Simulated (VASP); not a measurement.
The system is TePb.

```
Pb Te
1.0
     0.00000    3.25240    3.25240
     3.25240    0.00000    3.25240
     3.25240    3.25240    0.00000
Pb Te
1 1
Direct
  0.00000 0.00000 0.00000
  0.50000 0.50000 0.50000
```

Base run:

```yaml
Program: VASP 6.6.1
Functional: RPBE
Dispersion: D3(BJ)
Potentials_or_basis: VASP PAW PBE potentials, release 64 (Pb_d, Te)
Cutoff: 520 eV
k_mesh: 7 × 7 × 7
Occupations: fermi-dirac, width 0.05 eV
Spin: no spin polarisation
```

Its results: pressure -10.8 GPa.

The run is repeated on the same cell with these changes: dispersion from D3(BJ) to D4. What comes out?

Pressure -0.8 GPa.

Caveats: the PAW data sets were made with another functional, which shifts forces and pressure a little.
